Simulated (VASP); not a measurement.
# Rh (Fm-3m) in VASP: notebook

Rh is run at these levels: PBE; tasks: single point, relaxation of cell and atoms.

Everything below comes from runs of VASP 6.6.1. Logs are shortened: lines on timing, memory, paths and dates and some standing lists are left out, and cuts for length are marked.

**1. The cell of the first run**

It takes space group Fm-3m (No. 225, cubic). The conventional cell has a = 3.830 Å, b = 3.830 Å, c = 3.830 Å, α = 90.00°, β = 90.00°, γ = 90.00°. Rh (site symmetry m-3m) has 12 Rh at 2.71 Å within 3.6 Å.

**2. Single point, PBE**

Input file INCAR:

```
SYSTEM = Rh
  PREC = Accurate
  ENCUT = 520
  EDIFF = 1E-7
  ISMEAR = 0
  SIGMA = 0.1
  LREAL = .FALSE.
  LASPH = .TRUE.
  NELM = 100
  ALGO = Fast
  ISIF = 2
  LWAVE = .FALSE.
  LCHARG = .FALSE.
  GGA = PE
  NBANDS = 14
```

Input file KPOINTS:

```
regular mesh
0
G
  18 18 18
  0 0 0
```

Input file POSCAR:

```
Rh
1.0
    0.0000000000      1.9149418598      1.9149418598
    1.9149418598      0.0000000000      1.9149418598
    1.9149418598      1.9149418598      0.0000000000
Rh
1
Direct
    0.0000000000      0.0000000000      0.0000000000
```

Potentials or basis: VASP PAW PBE potentials, release 64 (Rh_pv).

Run with:

```sh
$ cat potpaw_PBE.64/Rh_pv/POTCAR > POTCAR
$ mpirun -np 1 vasp_std > vasp.out
```

OUTCAR:

```text
SYSTEM = Rh
   PREC = Accurate
   ENCUT = 520
   EDIFF = 1E-7
   ISMEAR = 0
   LREAL = .FALSE.
   LASPH = .TRUE.
   NELM = 100
   ISIF = 2
   GGA = PE

 ion  position               nearest neighbor table
   1  0.000  0.000  0.000-

  LATTYP: Found a face centered cubic cell.
 ALAT       =     3.8298837196

  Lattice vectors:

 A1 = (   0.0000000000,   1.9149418598,   1.9149418598)
 A2 = (   1.9149418598,   0.0000000000,   1.9149418598)
 A3 = (   1.9149418598,   1.9149418598,   0.0000000000)

Analysis of symmetry for initial positions (statically):
=====================================================================
 Subroutine PRICEL returns:
 Original cell was already a primitive cell.

 Routine SETGRP: Setting up the symmetry group for a
 face centered cubic supercell.

 Subroutine GETGRP returns: Found 48 space group operations
 (whereof 48 operations were pure point group operations)
 out of a pool of 48 trial point group operations.

The static configuration has the point symmetry O_h .

Analysis of symmetry for dynamics (positions and initial velocities):
=====================================================================
 Subroutine PRICEL returns:
 Original cell was already a primitive cell.

 Routine SETGRP: Setting up the symmetry group for a
 face centered cubic supercell.

 Subroutine GETGRP returns: Found 48 space group operations
 (whereof 48 operations were pure point group operations)
 out of a pool of 48 trial point group operations.

The dynamic configuration has the point symmetry O_h .

 Subroutine INISYM returns: Found 48 space group operations
 (whereof 48 operations are pure point group operations),
 and found     1 'primitive' translations

----------------------------------------------------------------------------------------

                                     Primitive cell

  volume of cell :      14.0442

  direct lattice vectors                    reciprocal lattice vectors
     0.000000000  1.914941860  1.914941860    -0.261104533  0.261104533  0.261104533
     1.914941860  0.000000000  1.914941860     0.261104533 -0.261104533  0.261104533
     1.914941860  1.914941860  0.000000000     0.261104533  0.261104533 -0.261104533

  length of vectors
     2.708136749  2.708136749  2.708136749     0.452246317  0.452246317  0.452246317

  position of ions in fractional coordinates (direct lattice)
     0.000000000  0.000000000  0.000000000

  ion indices of the primitive-cell ions
   primitive index   ion index
                 1           1

----------------------------------------------------------------------------------------

 KPOINTS: regular mesh

Automatic generation of k-mesh.
 Grid dimensions read from file:
 generate k-points for:   18   18   18

 Generating k-lattice:

  Cartesian coordinates                     Fractional coordinates (reciprocal lattice)
    -0.014505807  0.014505807  0.014505807     0.055555556  0.000000000  0.000000000
     0.014505807 -0.014505807  0.014505807     0.000000000  0.055555556  0.000000000
     0.014505807  0.014505807 -0.014505807     0.000000000  0.000000000  0.055555556

  Length of vectors
     0.025124795  0.025124795  0.025124795

  Shift w.r.t. Gamma in fractional coordinates (k-lattice)
     0.000000000  0.000000000  0.000000000

 Subroutine IBZKPT returns following result:
 ===========================================

 Found    195 irreducible k-points:

 Following reciprocal coordinates:
            Coordinates               Weight
  0.000000  0.000000  0.000000      1.000000
  0.055556  0.000000  0.000000      8.000000
  0.111111  0.000000  0.000000      8.000000
  0.166667  0.000000  0.000000      8.000000
  0.222222  0.000000  0.000000      8.000000
  0.277778  0.000000  0.000000      8.000000
[... 16 lines left out ...]
 -0.277778  0.055556  0.000000     24.000000
 -0.222222  0.055556  0.000000     24.000000
 [... further k-points ...]
   k-points           NKPTS =    195   k-points in BZ     NKDIM =    195   number of bands    NBANDS=     14
   number of dos      NEDOS =    301   number of ions     NIONS =      1
   total plane-waves  NPLWV =   8000
   dimension x,y,z NGX =    20 NGY =   20 NGZ =   20
   dimension x,y,z NGXF=    40 NGYF=   40 NGZF=   40
   ions per type =               1
   NGX,Y,Z   is equivalent  to a cutoff of  12.28, 12.28, 12.28 a.u.
   NGXF,Y,Z  is equivalent  to a cutoff of  24.56, 24.56, 24.56 a.u.
 SYSTEM =  Rh
   PREC   = accura    normal or accurate (medium, high low for compatibility)
   ISTART =      0    job   : 0-new  1-cont  2-samecut
   ICHARG =      2    charge: 1-file 2-atom 10-const
   ISPIN  =      1    spin polarized calculation?
   LNONCOLLINEAR =      F non collinear calculations
   LSORBIT =      F    spin-orbit coupling
   LASPH  =      T    aspherical Exc in radial PAW
   ENCUT  =  520.0 eV  38.22 Ry    6.18 a.u.   5.04  5.04  5.04*2*pi/ulx,y,z
   NELM   =    100;   NELMIN=  2; NELMDL= -5     # of ELM steps
   EDIFF  = 0.1E-06   stopping-criterion for ELM
   LREAL  =      F    real-space projection
   EDIFFG = 0.1E-05   stopping-criterion for IOM
   NSW    =      0    number of steps for IOM
   IBRION =     -1    ionic relax: 0-MD 1-quasi-New 2-CG
   NFREE  =      0    steps in history (QN), initial steepest desc. (CG)
   ISIF   =      2    stress and relaxation
   ISYM   =      2    0-nonsym 1-usesym 2-fastsym
   POTIM  = 0.5000    time-step for ionic-motion
   TEBEG  =    0.0;   TEEND  =   0.0 temperature during run
   PSTRESS=    0.0 pullay stress
   NELECT =      15.0000    total number of electrons
   NUPDOWN=      -1.0000    fix difference up-down
   EMIN   =  10.00;   EMAX   =-10.00  energy-range for DOS
   EFERMI =   0.00;   METHOD = LEGACY
   ISMEAR =     0;   SIGMA  =   0.10  broadening in eV -4-tet -1-fermi 0-gaus
   EFERMI_NEDOS =   21; number of points for ismear=-14 and -15
   IALGO  =     68    algorithm
   IMIX   =      4    mixing-type and parameters
     AMIX     =   0.40;   BMIX     =  1.00
     AMIX_MAG =   1.60;   BMIX_MAG =  1.00
  volume/ion in A,a.u.               =      14.04        94.77
  Fermi-wavevector in a.u.,A,eV,Ry     =   1.673425  3.162315 38.101104  2.800352
  Thomas-Fermi vector in A             =   2.758399
   LORBIT       =      0    0 simple, 1 ext, 2 COOP (PROOUT), +10 PAW based schemes
   GGA     = PE    functional components
   LHFCALC =     F    Hartree Fock is set to
   AEXX    =    0.0000 exact exchange contribution
   IVDW    =     0    specifies the selected vdW correction
   LEPSILON=     F    determine dielectric tensor
   LRPA    =     F    only Hartree local field effects (RPA)
 non-spin polarized calculation
 RMM-DIIS sequential band-by-band and
 Gauss-broadening in eV      SIGMA  =   0.10
  energy-cutoff  :      520.00
  volume of cell :       14.04
 maximum number of plane-waves:       388
   NGX =  9   NGY =  9   NGZ =  9

 number of electron      15.0000003 magnetization

 Free energy of the ion-electron system (eV)
  ---------------------------------------------------
  ext. energy  EPLUGINS =         0.00000000
  ---------------------------------------------------
  free energy    TOTEN  =        -7.26168633 eV

  energy without entropy =       -7.25452291  energy(sigma->0) =       -7.25810462

 E-fermi :  11.5195     XC(G=0): -13.8957

 val. band max:       11.5192777260   @ k =   0.5000   0.3889   0.0556
 cond. band min:      11.5273919145   @ k =  -0.4444   0.3333   0.1667
 fundamental gap:      0.0081141885
 Fermi energy:        11.5194573724

 k-point     1 :       0.0000    0.0000    0.0000
  band No.  band energies     occupation
      1     -34.8315      2.00000
      2     -34.8315      2.00000
      3     -34.8315      2.00000
      4       3.7148      2.00000
      5       8.5365      2.00000
      6       8.5365      2.00000
      7       8.5365      2.00000
      8      10.5521      2.00000
      9      10.5521      2.00000
     10      27.5270      0.00000
     11      32.0998      0.00000
     12      32.8670      0.00000
     13      32.8670      0.00000
     14      32.8670      0.00000

 k-point     2 :       0.0556    0.0000    0.0000
  band No.  band energies     occupation
      1     -34.8527      2.00000
      2     -34.8344      2.00000
      3     -34.8344      2.00000
      4       3.8370      2.00000
      5       8.4830      2.00000
      6       8.5839      2.00000
      7       8.5839      2.00000
      8      10.5257      2.00000
      9      10.5257      2.00000
     10      27.7006      0.00000
     11      32.0903      0.00000
     12      32.1752      0.00000
     13      33.0422      0.00000
     14      33.0422      0.00000

 k-point     3 :       0.1111    0.0000    0.0000
  band No.  band energies     occupation
      1     -34.9134      2.00000
      2     -34.8427      2.00000
      3     -34.8427      2.00000
      4       4.1881      2.00000
      5       8.3491      2.00000
      6       8.7078      2.00000
      7       8.7078      2.00000
      8      10.4691      2.00000
      9      10.4691      2.00000
     10      28.1607      0.00000
     11      30.7126      0.00000
     12      32.1002      0.00000
     13      33.5498      0.00000
     14      33.5498      0.00000
[... 324 lines left out ...]
 k-point    23 :      -0.2778    0.0556    0.0000
  band No.  band energies     occupation
      1     -35.2729      2.00000
      2     -34.9156      2.00000
      3     -34.8859      2.00000
      4       5.7916      2.00000
      5       8.6658      2.00000
      6       8.8662      2.00000
      7       8.8767      2.00000
      8      10.7300      2.00000
      9      11.4636      1.57019
     10      25.0387      0.00000
     11      28.6991      0.00000
     12      32.0990      0.00000
     13      33.8750      0.00000
     14      36.4362      0.00000

 k-point    24 :      -0.2222    0.0556    0.0000
  band No.  band energies     occupation
      1     -35.1594      2.00000
      2     -34.8987      2.00000
      3     -34.8692      2.00000
      4       5.5241      2.00000
      5       8.2032      2.00000
      6       8.9161      2.00000
      7       8.9671      2.00000
      8      10.3703      2.00000
      9      11.0274      2.00000
     10      26.8263      0.00000
     11      29.1374      0.00000
     12      32.0991      0.00000
     13      34.1728      0.00000
     14      36.0381      0.00000

 [... further k-points ...]

------------------------ aborting loop because EDIFF is reached ----------------------------------------

  FORCE on cell =-STRESS in cart. coord.  units (eV):
  Direction    XX          YY          ZZ          XY          YZ          ZX
  --------------------------------------------------------------------------------------
  -------------------------------------------------------------------------------------
  Total        0.0052572      0.0052572      0.0052572      0.0000000      0.0000000      0.0000000
  in kB        0.5997486      0.5997486      0.5997486      0.0000000      0.0000000      0.0000000
  external PRESSURE =       0.5997486 kB  Pullay stress =       0.0000000 kB

 VOLUME and BASIS-vectors are now :
 -----------------------------------------------------------------------------
  energy-cutoff  :      520.00
  volume of cell :       14.04
      direct lattice vectors                 reciprocal lattice vectors
     0.000000000  1.914941860  1.914941860    -0.261104533  0.261104533  0.261104533
     1.914941860  0.000000000  1.914941860     0.261104533 -0.261104533  0.261104533
     1.914941860  1.914941860  0.000000000     0.261104533  0.261104533 -0.261104533

 POSITION                                       TOTAL-FORCE (eV/Angst)
 -----------------------------------------------------------------------------------
      0.00000      0.00000      0.00000         0.000000      0.000000      0.000000
 -----------------------------------------------------------------------------------
    total drift:                                0.000000     -0.000000      0.000000

  FREE ENERGIE OF THE ION-ELECTRON SYSTEM (eV)
  ---------------------------------------------------
  free  energy   TOTEN  =        -7.2616863331 eV

  energy  without entropy=       -7.2545229107  energy(sigma->0) =       -7.25810462
```

Run time: 59 s. Hardware: 1 thread of Intel Xeon 6975P-C, shared host; peak memory 0.15 GiB.

What came out:

```yaml
Free_energy: -7.2617 eV
Pressure: 0.1 GPa
```

(Continued in part 2 of 2.)
